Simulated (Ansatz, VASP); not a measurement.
One calculation of HfN, two programs

```
CELL_PARAMETERS angstrom
3.12941 -0.00098 -0.04724
-1.56555 2.70075 -0.00984
-0.08164 -0.06677 5.51043
ATOMIC_POSITIONS crystal
Hf 0.66667 0.33333 0.75000
Hf 0.33333 0.66667 0.25000
N 0.00000 0.00000 0.00000
N 0.00000 0.00000 0.50000
```

Alike in both runs: task single point; functional PBE; k mesh 3 × 3 × 1; occupations gaussian, width 0.1 eV; no spin polarisation.

|  | VASP | Ansatz |
| --- | --- | --- |
| version | VASP 6.6.1 | Ansatz 0.2.0 |
| potentials or method | VASP PAW PBE potentials, release 64 (Hf_pv, N), cutoff 600 eV | scalar-relativistic, plane waves, PAW |
| valence electrons in the cell | 30 | 62 |

|  | VASP | Ansatz | Ansatz less VASP |
| --- | --- | --- | --- |
| gap on the k mesh at the Fermi level (eV) | 0.01 | 0.01 | 0.000 |
| least direct gap on the mesh (eV) | 0.01 | 0.01 | 0.000 |
| pressure (GPa) | 2.7 | 4.9 | +2.16 |
| traceless stress, the component that is largest in VASP (GPa) | 3.76 | 3.58 | -0.184 |
| rms of the force components (eV/Å) | 0.022 | 0.023 | +0.0004 |

Atom by atom the forces differ by 0.001 eV/Å (rms over components). With one functional, cell and mesh, what is left measures potentials, basis and numerics. VASP's potentials hold 30 valence electrons a cell and Ansatz's 62, so a difference there can come from the potentials and not from the codes.

The k mesh is coarse, so the values compare programs but aren't converged. Spin-orbit coupling is off throughout.
